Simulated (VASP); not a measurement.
A run of VASP 6.6.1 is set up as follows.

File INCAR:

```
PREC = Accurate
ENCUT = 520
EDIFF = 1E-7
ISMEAR = 0
SIGMA = 0.01
LREAL = F
LASPH = T
NELM = 100
ALGO = Normal
ISIF = 2
LWAVE = F
LCHARG = F
GGA = PE
IBRION = 2
NSW = 80
EDIFFG = -0.002
```

Contents of KPOINTS:

```
Automatic mesh
0
Gamma
  7 7 7
```

The input POSCAR:

```
TiO2
1.0
   -1.8921000000      1.8921000000      4.7573000000
    1.8921000000     -1.8921000000      4.7573000000
    1.8921000000      1.8921000000     -4.7573000000
Ti O
2 4
Direct
    0.0000000000      0.0000000000      0.0000000000
    0.7500000000      0.2500000000      0.5000000000
    0.2081000000      0.2081000000      0.0000000000
    0.9581000000      0.4581000000      0.5000000000
    0.5419000000      0.0419000000      0.5000000000
    0.7919000000      0.7919000000      0.0000000000
```

Potentials or basis: VASP PAW PBE potentials, release 64 (Ti_sv, O).

Launch:

```bash
$ cat potpaw_PBE.64/Ti_sv/POTCAR potpaw_PBE.64/O/POTCAR > POTCAR
$ mpirun -np 1 vasp_std > vasp.out
```

Question: Predict the band gap on the k mesh.

Answer: 2.07 eV (least direct gap 2.44 eV).

Question: Estimate the energy gained by relaxing.

Answer: 0.3 meV/atom.

The path:
```tsv
step	energy change (eV)	largest force (eV/Å)	pressure (GPa)
1	0.0000	0.1246	5.89
2	-0.0019	0.0308	5.54
3	-0.0020	0.0004	5.43
```

A k mesh can miss the band edges. A hybrid or GW would open this gap; PBE tends to underestimate it.
